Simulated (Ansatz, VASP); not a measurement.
**SiC: VASP beside Ansatz**

```
CELL_PARAMETERS angstrom
0.00000 2.18990 -2.18990
4.37972 0.00000 0.00000
-2.18986 -4.37976 -2.18987
ATOMIC_POSITIONS crystal
Si 0.16667 0.41667 0.33333
Si 0.50000 0.75000 0.00000
Si 0.83333 0.08333 0.66667
C 0.33333 0.33333 0.66667
C 0.66667 0.66667 0.33333
C 0.00000 0.00000 0.00000
```

Alike in both runs: functional PBE; k mesh 10 × 10 × 10; occupations gaussian, width 0.02 eV; no spin polarisation.

Ansatz relaxed the structure, and its values are those at the end. VASP's run is a single point on that final structure, the one shown.

```csv
,VASP,Ansatz
version,VASP 6.6.1,Ansatz 0.2.0
potentials or method,"VASP PAW PBE potentials, release 64 (Si, C), cutoff 520 eV","scalar-relativistic, plane waves, PAW"
valence electrons in the cell,24,24
```

```tsv
	VASP	Ansatz	Ansatz less VASP
gap on the k mesh at the Fermi level (eV)	1.37	1.37	+0.002
least direct gap on the mesh (eV)	1.75	1.75	+0.002
pressure (GPa)	-0.1	0.0	+0.05
```
